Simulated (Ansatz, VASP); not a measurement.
Two plane-wave programs on CaSe

POSCAR

```
CaSe
1.0
    0.0000000000      2.9675306059      2.9675306059
    2.9675306059      0.0000000000      2.9675306059
    2.9675306059      2.9675306059      0.0000000000
Ca Se
1 1
Direct
    0.0000000000      0.0000000000      0.0000000000
    0.5000000000      0.5000000000      0.5000000000
```

Contents of INCAR.step1:

```
SYSTEM = CaSe
PREC = Accurate ; ENCUT = 520
EDIFF = 1E-5 ; ISMEAR = 0
SIGMA = 0.01 ; LREAL = .FALSE.
LASPH = .TRUE. ; NELM = 80
ALGO = Normal ; ISIF = 2
LWAVE = .TRUE. ; LCHARG = .FALSE.
GGA = PE ; NBANDS = 15
```

Contents of INCAR.step2:

```
SYSTEM = CaSe
PREC = Accurate ; ENCUT = 520
EDIFF = 1E-6 ; ISMEAR = 0
SIGMA = 0.01 ; LREAL = .FALSE.
LASPH = .TRUE. ; NELM = 80
ALGO = Normal ; ISIF = 2
LWAVE = .FALSE. ; LCHARG = .FALSE.
GGA = PE ; LHFCALC = .TRUE.
HFSCREEN = 0.2079 ; PRECFOCK = Normal
ISTART = 1 ; NBANDS = 15
```

Contents of KPOINTS:

```
Automatic mesh
0
G
  4 4 4
  0 0 0
```

Input for Ansatz:

```yaml
crystal:
  lattice:
    - [0.0, 2.9675306059, 2.9675306059]
    - [2.9675306059, 0.0, 2.9675306059]
    - [2.9675306059, 2.9675306059, 0.0]
  atoms:
    - { symbol: Ca, position: [0.0, 0.0, 0.0] }
    - { symbol: Se, position: [0.5, 0.5, 0.5] }
kpoints:
  mp_grid: { grid: [4, 4, 4] }
hamiltonian:
  xc: hse06
scf:
  occupations: { method: fixed }
  n_extra_bands: 4
output:
  forces: true
  stress: true
  eigenvalues: true
basis:
  ecutwfc: 500
```

Alike in both runs: task single point; functional HSE06; k mesh 4 × 4 × 4; no spin polarisation.

|  | VASP | Ansatz |
| --- | --- | --- |
| version | VASP 6.6.1 | Ansatz 0.2.0 |
| potentials or method | VASP PAW PBE potentials, release 64 (Ca_sv, Se), cutoff 520 eV | plane waves |
| occupations | gaussian, width 0.01 eV | fixed |
| valence electrons in the cell | 16 | 26 |

```tsv
	VASP	Ansatz	Ansatz less VASP
gap on the k mesh at the Fermi level (eV)	3.01	3.00	-0.010
pressure (GPa)	0.3	0.3	-0.06
```

VASP's potentials hold 16 valence electrons a cell and Ansatz's 26, so a difference there can come from the potentials and not from the codes. Ansatz's warnings: stress exchange threshold loose, stress scf threshold loose.

The k mesh is coarse, so the values compare programs but aren't converged.
